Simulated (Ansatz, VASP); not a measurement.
MgTe in VASP and in Ansatz

```
Mg Te
1.0
     4.53908    0.00000    0.00000
    -2.26954    3.93096    0.00000
     0.00000    0.00000    7.38959
Mg Te
2 2
Direct
  0.33333 0.66667 0.99684
  0.66667 0.33333 0.49684
  0.33333 0.66667 0.37316
  0.66667 0.33333 0.87316
```

Alike in both runs: functional PBE; dispersion D3(BJ); k mesh 9 × 9 × 4; occupations gaussian, width 0.02 eV; no spin polarisation.

Ansatz relaxed the structure, and its values are those at the end. VASP's run is a single point on that final structure, the one shown.

```csv
,VASP,Ansatz
version,VASP 6.6.1,Ansatz 0.2.0
potentials or method,"VASP PAW PBE potentials, release 64 (Mg, Te), cutoff 600 eV","scalar-relativistic, plane waves, PAW"
valence electrons in the cell,16,52
```

|  | VASP | Ansatz | Ansatz less VASP |
| --- | --- | --- | --- |
| gap on the k mesh at the Fermi level (eV) | 2.57 | 2.58 | +0.007 |
| least direct gap on the mesh (eV) | 2.57 | 2.58 | +0.007 |
| pressure (GPa) | 0.0 | 0.0 | +0.01 |

VASP's potentials hold 16 valence electrons a cell and Ansatz's 52, so a difference there can come from the potentials and not from the codes.

Spin-orbit coupling is off throughout.
